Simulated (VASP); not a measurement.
A run of VASP 6.6.1 is set up as follows.

INCAR

```
SYSTEM = Pb
PREC = Accurate ; ENCUT = 600
EDIFF = 1E-7 ; ISMEAR = -1
SIGMA = 0.05 ; LREAL = .False.
LASPH = .True. ; NELM = 60
ALGO = Normal ; ISIF = 3
LWAVE = .False. ; LCHARG = .False.
IBRION = 2 ; NSW = 60
EDIFFG = -0.005 ; PSTRESS = 970.0
```

Contents of KPOINTS:

```
regular mesh
0
Gamma
  14 14 14
  0 0 0
```

The input POSCAR:

```
Pb
1.0
    2.6107440765      0.0000000000      0.0000000000
    0.0000000000      2.6107440765      0.0000000000
    0.0000000000      0.0000000000      2.6107440765
Pb
1
Direct
    0.0000000000      0.0000000000      0.0000000000
```

Potentials or basis: VASP PAW LDA potentials, release 64 (Pb_d).

The run is started by

```console
$ cat potpaw_LDA.64/Pb_d/POTCAR > POTCAR
$ mpirun -np 1 vasp_std > vasp.out
```

Problem. Estimate the band gap on the k mesh.

Solution. Zero (band 7 reaches 21.32 eV, above the bottom of band 8 at 10.45 eV).

Problem. Predict the relaxed volume.

Solution. 18.28 Å³/atom.

Problem. Estimate the relaxed cell.

Solution. a = 2.634 Å, b = 2.634 Å, c = 2.634 Å, α = 90.00°, β = 90.00°, γ = 90.00°.

Step by step:
| step | energy change (eV) | largest force (eV/Å) | pressure (GPa) | volume (Å³) |
| --- | --- | --- | --- | --- |
| 1 | 0.0000 | 0.0000 | 109.13 | 17.79 |
| 2 | -1.6690 | 0.0000 | 44.92 | 21.49 |
| 3 | -0.3398 | 0.0000 | 95.97 | 18.33 |
| 4 | -0.3139 | 0.0000 | 96.96 | 18.28 |

Caveat: the cell is relaxed towards a set pressure, so the enthalpy falls and the energy may rise; spin-orbit coupling is left out, which moves the levels of the heavy elements.
